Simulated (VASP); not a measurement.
# Te: single point with PBEsol

Crystal: Te.

```
CELL_PARAMETERS angstrom
2.18492 -6.03054 0.00000
2.18492 6.03054 0.00000
0.00000 0.00000 4.51595
ATOMIC_POSITIONS crystal
Te 0.12545 0.87455 0.99969
Te 0.62545 0.37455 0.50031
Te 0.87455 0.12545 0.00031
Te 0.37455 0.62545 0.49969
```

```yaml
Program: VASP 6.6.1
Task: single point
Functional: PBEsol
Potentials_or_basis: VASP PAW PBE potentials, release 64 (Te)
Cutoff: 520 eV
k_mesh: 4 × 4 × 4
Occupations: gaussian, width 0.1 eV
Spin: no spin polarisation
Dipole_correction: no
Further_INCAR_settings: ALGO = Normal; EDIFF = 1e-07; NBANDS = 20
```

```yaml
Pressure: 0.0 GPa
Largest_force: 0.038 eV/Å
Band_gap_on_the_k_mesh: zero (bands 12 and 13 overlap by 3.03 eV)
```

Forces in eV/Å, atoms in the order of the input:
```
Te   0.000 -0.035  0.015
Te   0.000 -0.035 -0.015
Te   0.000  0.035 -0.015
Te   0.000  0.035  0.015
```

Stress tensor (GPa, compression positive):
```
-0.07  0.00  0.00
 0.00  0.07  0.00
 0.00  0.00 -0.13
```

Levels at points of the mesh, in eV from the Fermi level:
| k point | band 9 | band 10 | band 11 | band 12 | band 13 | band 14 | band 15 | band 16 |
| --- | --- | --- | --- | --- | --- | --- | --- | --- |
| (0.00, 0.00, 0.00) | -3.09 | -2.15 | 1.33 | 1.49 | 1.79 | 1.89 | 1.93 | 2.06 |
| (0.50, 0.00, 0.00) | -2.51 | -2.51 | -1.41 | -1.41 | -1.03 | -1.03 | 0.74 | 0.74 |
| (0.50, 0.50, 0.00) | -2.78 | -2.76 | -1.93 | 1.08 | 1.19 | 1.25 | 2.37 | 2.87 |
| (0.00, 0.00, 0.50) | -1.92 | -1.92 | -1.79 | -1.79 | -1.51 | -1.51 | 2.31 | 2.31 |
| (0.50, 0.00, 0.50) | -2.99 | -2.99 | -0.05 | -0.05 | 2.98 | 2.98 | 3.90 | 3.90 |
| (0.50, 0.50, 0.50) | -2.03 | -2.03 | -1.47 | -1.47 | -0.82 | -0.82 | -0.34 | -0.34 |

It took 35 s on 1 thread of Intel(R) Xeon(R) 6975P-C (Granite Rapids), on a shared host, peak memory 0.26 GiB.

Caveat: the k points lie up to 0.38 Å⁻¹ apart, too coarse for converged energies and pressures of a metal; the PAW data sets were made with another functional, which shifts forces and pressure a little; spin-orbit coupling is left out, which moves the levels of the heavy elements.
